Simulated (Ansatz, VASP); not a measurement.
## One calculation of TaSi2, two programs

```xyz
9
Lattice="4.7800 0.0000 0.0000 -2.3900 4.1396 0.0000 0.0000 0.0000 6.5640" Properties=species:S:1:pos:R:3 pbc="T T T"
Ta    2.3900    0.0000    3.2820
Ta    1.1950    2.0698    5.4700
Ta   -1.1950    2.0698    1.0940
Si    0.0000    1.3797    3.2820
Si    3.5851    0.6899    5.4700
Si    1.1951    3.4497    1.0940
Si    2.3900    2.7599    3.2820
Si   -1.1951    3.4497    5.4700
Si    1.1949    0.6899    1.0940
```

Alike in both runs: task single point; functional PBE; k mesh 6 × 6 × 4; occupations gaussian, width 0.1 eV; no spin polarisation.

|  | VASP | Ansatz |
| --- | --- | --- |
| version | VASP 6.6.1 | Ansatz 0.2.0 |
| potentials or method | VASP PAW PBE potentials, release 64 (Ta_pv, Si), cutoff 520 eV | scalar-relativistic, plane waves, PAW |
| valence electrons in the cell | 57 | 63 |

```csv
,VASP,Ansatz,Ansatz less VASP
gap on the k mesh at the Fermi level (eV),none,none,-
pressure (GPa),3.7,3.5,-0.11
"traceless stress, the component that is largest in VASP (GPa)",2.07,2.04,-0.029
rms of the force components (eV/Å),0.359,0.357,-0.0019
```

Atom by atom the forces differ by 0.002 eV/Å (rms over components). A gap of «none» marks a metal or a gap that the smearing closes. The functional is the same, so the differences come from potentials, cutoffs and numerics. VASP's potentials hold 57 valence electrons a cell and Ansatz's 63, so a difference there can come from the potentials and not from the codes.

Neither program's run includes spin-orbit coupling.
